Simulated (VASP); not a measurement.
# GaSb3 (I4mm) in VASP: further runs

GaSb3 is run at these levels: PBE+D3(BJ); tasks: single point.

Program: VASP 6.6.1. These are calculated values, not measurements. Logs are shortened: lines on timing, memory, paths and dates and some standing lists are left out, and cuts for length are marked.

**1. The cell of the first run**

It takes space group I4mm (No. 107, tetragonal). The conventional cell has a = 5.159 Å, b = 5.159 Å, c = 7.296 Å, α = 90.00°, β = 90.00°, γ = 90.00°. Within 4.1 Å of Ga (site symmetry 4mm) lie 14 Sb at 3.14 to 3.68 Å. Within 4.1 Å of Sb (site symmetry 2mm) lie 4 Ga at 3.14 to 3.18 Å and 10 Sb at 3.16 to 3.65 Å. Sb (site symmetry 4mm) has 8 Sb at 3.16 Å and 6 Ga at 3.61 to 3.68 Å within 4.2 Å.

**2. Single point, PBE+D3(BJ) (atom 1 (Ga) moved -0.033 Å along Cartesian [1 0 0])**

Input file INCAR:

```
SYSTEM = GaSb3
PREC     = Accurate       ! precision mode
ENCUT    = 520            ! plane-wave cutoff, eV
EDIFF    = 1E-7           ! SCF threshold, eV
ISMEAR   = 0              ! smearing method
SIGMA    = 0.15           ! smearing width, eV
LREAL    = .False.        ! projectors in reciprocal space
LASPH    = .True.         ! aspherical terms in the spheres
NELM     = 100            ! most SCF steps
ALGO     = Normal         ! electronic algorithm
ISIF     = 2              ! what is computed and relaxed
LWAVE    = .False.        ! write WAVECAR
LCHARG   = .False.        ! write CHGCAR
GGA      = PE             ! functional
IVDW     = 12             ! dispersion correction
NBANDS   = 22             ! bands
```

Input file KPOINTS:

```
Automatic mesh
0
Gamma
  12 12 12
  0 0 0
```

Input file POSCAR:

```
GaSb3
1.0
    0.0000000000      3.6478901005      3.6478901005
    3.6478901005      0.0000000000      3.6478901005
    3.6478901005      3.6478901005      0.0000000000
Ga Sb
1 3
Direct
    0.0045642822     -0.0045642822     -0.0045642822
    0.2500000000      0.2500000000      0.2500000000
    0.7500000000      0.7500000000      0.7500000000
    0.5000000000      0.5000000000      0.5000000000
```

Potentials or basis: VASP PAW PBE potentials, release 64 (Ga_d, Sb).

Launch:

```console
$ cat potpaw_PBE.64/Ga_d/POTCAR potpaw_PBE.64/Sb/POTCAR > POTCAR
$ mpirun -np 1 vasp_std > vasp.out
```

OUTCAR:

```text
SYSTEM = GaSb3
   PREC = Accurate
   ENCUT = 520
   EDIFF = 1E-7
   ISMEAR = 0
   LREAL = .False.
   LASPH = .True.
   NELM = 100
   ISIF = 2
   GGA = PE
   IVDW = 12
 IVDW          = 12

 ion  position               nearest neighbor table
   1  0.005  0.995  0.995-   3 3.14   3 3.14   2 3.14   2 3.14   3 3.18   3 3.18   2 3.18   2 3.18

   2  0.250  0.250  0.250-   1 3.14   1 3.14   4 3.16   4 3.16   4 3.16   4 3.16   1 3.18   1 3.18
                             3 3.65   3 3.65   3 3.65   3 3.65   3 3.65   3 3.65
   3  0.750  0.750  0.750-   1 3.14   1 3.14   4 3.16   4 3.16   4 3.16   4 3.16   1 3.18   1 3.18
                             2 3.65   2 3.65   2 3.65   2 3.65   2 3.65   2 3.65
   4  0.500  0.500  0.500-   2 3.16   3 3.16   2 3.16   2 3.16   2 3.16   3 3.16   3 3.16   3 3.16

  LATTYP: Found a face centered cubic cell.
 ALAT       =     7.2957802010

  Lattice vectors:

 A1 = (   0.0000000000,   3.6478901005,   3.6478901005)
 A2 = (   3.6478901005,   0.0000000000,   3.6478901005)
 A3 = (   3.6478901005,   3.6478901005,   0.0000000000)

Analysis of symmetry for initial positions (statically):
=====================================================================
 Subroutine PRICEL returns:
 Original cell was already a primitive cell.

 Routine SETGRP: Setting up the symmetry group for a
 face centered cubic supercell.

 Subroutine GETGRP returns: Found  8 space group operations
 (whereof  8 operations were pure point group operations)
 out of a pool of 48 trial point group operations.

The static configuration has the point symmetry C_4v.

Analysis of symmetry for dynamics (positions and initial velocities):
=====================================================================
 Subroutine PRICEL returns:
 Original cell was already a primitive cell.

 Routine SETGRP: Setting up the symmetry group for a
 face centered cubic supercell.

 Subroutine GETGRP returns: Found  8 space group operations
 (whereof  8 operations were pure point group operations)
 out of a pool of 48 trial point group operations.

The dynamic configuration has the point symmetry C_4v.

 Subroutine INISYM returns: Found  8 space group operations
 (whereof  8 operations are pure point group operations),
 and found     1 'primitive' translations

----------------------------------------------------------------------------------------

                                     Primitive cell

  volume of cell :      97.0857

  direct lattice vectors                    reciprocal lattice vectors
     0.000000000  3.647890101  3.647890101    -0.137065533  0.137065533  0.137065533
     3.647890101  0.000000000  3.647890101     0.137065533 -0.137065533  0.137065533
     3.647890101  3.647890101  0.000000000     0.137065533  0.137065533 -0.137065533

  length of vectors
     5.158895654  5.158895654  5.158895654     0.237404467  0.237404467  0.237404467

  position of ions in fractional coordinates (direct lattice)
     0.004564282  0.995435718  0.995435718
     0.250000000  0.250000000  0.250000000
     0.750000000  0.750000000  0.750000000
     0.500000000  0.500000000  0.500000000

  ion indices of the primitive-cell ions
   primitive index   ion index
                 1           1
                 2           2
                 3           3
                 4           4

----------------------------------------------------------------------------------------

 KPOINTS: Automatic mesh

Automatic generation of k-mesh.
 Grid dimensions read from file:
 generate k-points for:   12   12   12

 Generating k-lattice:

  Cartesian coordinates                     Fractional coordinates (reciprocal lattice)
    -0.011422128  0.011422128  0.011422128     0.083333333  0.000000000  0.000000000
     0.011422128 -0.011422128  0.011422128     0.000000000  0.083333333  0.000000000
     0.011422128  0.011422128 -0.011422128     0.000000000  0.000000000  0.083333333

  Length of vectors
     0.019783706  0.019783706  0.019783706

  Shift w.r.t. Gamma in fractional coordinates (k-lattice)
     0.000000000  0.000000000  0.000000000

 Subroutine IBZKPT returns following result:
 ===========================================

 Found    163 irreducible k-points:

 Following reciprocal coordinates:
            Coordinates               Weight
  0.000000  0.000000  0.000000      1.000000
  0.083333  0.000000  0.000000      8.000000
  0.166667  0.000000  0.000000      8.000000
  0.250000  0.000000  0.000000      8.000000
  0.333333  0.000000  0.000000      8.000000
  0.416667  0.000000  0.000000      8.000000
[... 16 lines left out ...]
  0.000000 -0.333333  0.083333      8.000000
 -0.250000  0.083333  0.000000     16.000000
 [... further k-points ...]
   k-points           NKPTS =    163   k-points in BZ     NKDIM =    163   number of bands    NBANDS=     22
   number of dos      NEDOS =    301   number of ions     NIONS =      4
   total plane-waves  NPLWV =  64000
   dimension x,y,z NGX =    40 NGY =   40 NGZ =   40
   dimension x,y,z NGXF=    80 NGYF=   80 NGZF=   80
   ions per type =               1   3
   NGX,Y,Z   is equivalent  to a cutoff of  12.89, 12.89, 12.89 a.u.
   NGXF,Y,Z  is equivalent  to a cutoff of  25.78, 25.78, 25.78 a.u.
 SYSTEM =  GaSb3
   PREC   = accura    normal or accurate (medium, high low for compatibility)
   ISTART =      0    job   : 0-new  1-cont  2-samecut
   ICHARG =      2    charge: 1-file 2-atom 10-const
   ISPIN  =      1    spin polarized calculation?
   LNONCOLLINEAR =      F non collinear calculations
   LSORBIT =      F    spin-orbit coupling
   LASPH  =      T    aspherical Exc in radial PAW
   ENCUT  =  520.0 eV  38.22 Ry    6.18 a.u.   9.59  9.59  9.59*2*pi/ulx,y,z
   NELM   =    100;   NELMIN=  2; NELMDL= -5     # of ELM steps
   EDIFF  = 0.1E-06   stopping-criterion for ELM
   LREAL  =      F    real-space projection
   EDIFFG = 0.1E-05   stopping-criterion for IOM
   NSW    =      0    number of steps for IOM
   IBRION =     -1    ionic relax: 0-MD 1-quasi-New 2-CG
   NFREE  =      0    steps in history (QN), initial steepest desc. (CG)
   ISIF   =      2    stress and relaxation
   ISYM   =      2    0-nonsym 1-usesym 2-fastsym
   POTIM  = 0.5000    time-step for ionic-motion
   TEBEG  =    0.0;   TEEND  =   0.0 temperature during run
   PSTRESS=    0.0 pullay stress
   NELECT =      28.0000    total number of electrons
   NUPDOWN=      -1.0000    fix difference up-down
   EMIN   =  10.00;   EMAX   =-10.00  energy-range for DOS
   EFERMI =   0.00;   METHOD = LEGACY
   ISMEAR =     0;   SIGMA  =   0.15  broadening in eV -4-tet -1-fermi 0-gaus
   EFERMI_NEDOS =   21; number of points for ismear=-14 and -15
   IALGO  =     38    algorithm
   IMIX   =      4    mixing-type and parameters
     AMIX     =   0.40;   BMIX     =  1.00
     AMIX_MAG =   1.60;   BMIX_MAG =  1.00
  volume/ion in A,a.u.               =      24.27       163.79
  Fermi-wavevector in a.u.,A,eV,Ry     =   1.081623  2.043970 15.917558  1.169908
  Thomas-Fermi vector in A             =   2.217644
   LORBIT       =      0    0 simple, 1 ext, 2 COOP (PROOUT), +10 PAW based schemes
   GGA     = PE    functional components
   LHFCALC =     F    Hartree Fock is set to
   AEXX    =    0.0000 exact exchange contribution
   IVDW    =    12    specifies the selected vdW correction
   LEPSILON=     F    determine dielectric tensor
   LRPA    =     F    only Hartree local field effects (RPA)
 non-spin polarized calculation
 Gauss-broadening in eV      SIGMA  =   0.15
  energy-cutoff  :      520.00
  volume of cell :       97.09
 maximum number of plane-waves:      2685
   NGX = 19   NGY = 19   NGZ = 19

 number of electron      28.0000001 magnetization

 Free energy of the ion-electron system (eV)
  ---------------------------------------------------
  ext. energy  EPLUGINS =         0.00000000
  ---------------------------------------------------
  free energy    TOTEN  =       -14.48826616 eV

  energy without entropy =      -14.46380347  energy(sigma->0) =      -14.47603482

 E-fermi :   8.2567     XC(G=0): -10.4914

 val. band max:        8.2421163553   @ k =   0.0000   0.4167   0.2500
 cond. band min:       8.2793070494   @ k =   0.3333   0.1667  -0.4167
 fundamental gap:      0.0371906942
 Fermi energy:         8.2567165699

 k-point     1 :       0.0000    0.0000    0.0000
  band No.  band energies     occupation
      1      -6.5606      2.00000
      2      -6.5606      2.00000
      3      -6.5606      2.00000
      4      -6.5447      2.00000
      5      -6.5445      2.00000
      6      -4.6664      2.00000
[... 14 lines left out ...]
     21      15.5849      0.00000
     22      15.5859      0.00000

 k-point     2 :       0.0833    0.0000    0.0000
  band No.  band energies     occupation
      1      -6.5610      2.00000
      2      -6.5604      2.00000
      3      -6.5604      2.00000
      4      -6.5448      2.00000
      5      -6.5446      2.00000
      6      -4.6093      2.00000
[... 14 lines left out ...]
     21      15.0307      0.00000
     22      15.4478      0.00000

 k-point     3 :       0.1667    0.0000    0.0000
  band No.  band energies     occupation
      1      -6.5623      2.00000
      2      -6.5598      2.00000
      3      -6.5598      2.00000
      4      -6.5449      2.00000
      5      -6.5448      2.00000
      6      -4.4385      2.00000
[... 14 lines left out ...]
     21      13.8235      0.00000
     22      14.9774      0.00000
[... 476 lines left out ...]
 k-point    23 :       0.0000   -0.3333    0.0833
  band No.  band energies     occupation
      1      -6.5665      2.00000
      2      -6.5587      2.00000
      3      -6.5581      2.00000
      4      -6.5455      2.00000
      5      -6.5453      2.00000
      6      -3.5745      2.00000
[... 14 lines left out ...]
     21      13.3240      0.00000
     22      14.8031      0.00000

 k-point    24 :      -0.2500    0.0833    0.0000
  band No.  band energies     occupation
      1      -6.5648      2.00000
      2      -6.5590      2.00000
      3      -6.5588      2.00000
      4      -6.5455      2.00000
      5      -6.5450      2.00000
      6      -3.9889      2.00000
[... 14 lines left out ...]
     21      13.6930      0.00000
     22      14.2156      0.00000

 [... further k-points ...]

------------------------ aborting loop because EDIFF is reached ----------------------------------------

 Edisp (eV)   -1.91743

 E8    (eV) :    -0.8850

  FORCE on cell =-STRESS in cart. coord.  units (eV):
  Direction    XX          YY          ZZ          XY          YZ          ZX
  --------------------------------------------------------------------------------------
  -------------------------------------------------------------------------------------
  Total       0.19282     0.19689     0.19689     0.00000     0.00000     0.00000
  in kB       3.18208     3.24928     3.24928     0.00000     0.00000     0.00000
  external pressure =        3.23 kB  Pullay stress =        0.00 kB

 VOLUME and BASIS-vectors are now :
 -----------------------------------------------------------------------------
  energy-cutoff  :      520.00
  volume of cell :       97.09
      direct lattice vectors                 reciprocal lattice vectors
     0.000000000  3.647890101  3.647890101    -0.137065533  0.137065533  0.137065533
     3.647890101  0.000000000  3.647890101     0.137065533 -0.137065533  0.137065533
     3.647890101  3.647890101  0.000000000     0.137065533  0.137065533 -0.137065533

 POSITION                                       TOTAL-FORCE (eV/Angst)
 -----------------------------------------------------------------------------------
      7.26248      3.64789      3.64789         0.059412      0.000000      0.000000
      1.82395      1.82395      1.82395        -0.010847      0.000000      0.000000
      5.47184      5.47184      5.47184        -0.010847      0.000000      0.000000
      3.64789      3.64789      3.64789        -0.037718      0.000000      0.000000
 -----------------------------------------------------------------------------------
    total drift:                               -0.000225     -0.000002     -0.000002

  FREE ENERGIE OF THE ION-ELECTRON SYSTEM (eV)
  ---------------------------------------------------
  free  energy   TOTEN  =       -16.4056966315 eV

  energy  without entropy=      -16.3812339436  energy(sigma->0) =      -16.39346529
```

It took 8 min on 1 thread of Intel Xeon 8259CL, shared host; peak memory 0.49 GiB.

What came out:

| Property | Result |
| --- | --- |
| Free energy | -16.4057 eV |
| Pressure | 0.3 GPa |
| Largest force | 0.059 eV/Å |
| Band gap on the k mesh | zero (bands 14 and 15 overlap by 4.13 eV) |
| Dispersion energy per atom | -0.479 eV |

Forces in eV/Å, atoms in the order of the input:
```
Ga   0.059  0.000  0.000
Sb  -0.011  0.000  0.000
Sb  -0.011  0.000  0.000
Sb  -0.038  0.000  0.000
```

Caveat: the cell differs from its parent crystal (atom 1 (Ga) moved -0.033 Å along Cartesian [1 0 0]); spin-orbit coupling is left out, which moves the levels of the heavy elements.

(Part 1 of 3 ends here.)

The gap in the log of VASP goes by the Fermi energy; the results here count the filled bands.